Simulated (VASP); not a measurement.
H2Rh, 6 atoms in the cell. It takes space group P4_2/mnm (No. 136, tetragonal). The conventional cell has a = 4.352 Å, b = 4.352 Å, c = 2.803 Å, α = 90.00°, β = 90.00°, γ = 90.00°. Within 2.4 Å of H (site symmetry m2m) lie 3 Rh at 1.84 to 1.88 Å and 1 H at 2.39 Å. Rh (site symmetry mmm) has 6 H at 1.84 to 1.88 Å within 2.4 Å. 

```yaml
Program: VASP 6.6.1
Task: relaxation of cell and atoms
Functional: PBE
Potentials_or_basis: VASP PAW PBE potentials, release 64 (H, Rh_pv)
Cutoff: 600 eV
k_mesh: 4 × 4 × 6
Occupations: gaussian, width 0.1 eV
Spin: no spin polarisation
Dipole_correction: no
Further_INCAR_settings: ALGO = Normal; EDIFF = 1e-07; IBRION = 2; EDIFFG = -0.04; NSW = 90; ISIF = 3
```

Potentials or basis: VASP PAW PBE potentials, release 64 (H, Rh_pv).

The run is started by

```bash
$ cat potpaw_PBE.64/H/POTCAR potpaw_PBE.64/Rh_pv/POTCAR > POTCAR
$ mpirun -np 1 vasp_std > vasp.out
```

Hardware: 1 thread of Intel(R) Xeon(R) 6975P-C (Granite Rapids), with other jobs on the host.

Problem. How long does it take, and how much memory?

Solution. Run time: 82 s on 1 thread of Intel(R) Xeon(R) 6975P-C (Granite Rapids), with other jobs on the host, peak memory 0.2 GiB. Counts: scf iterations 84, k points 24, ion steps 9.
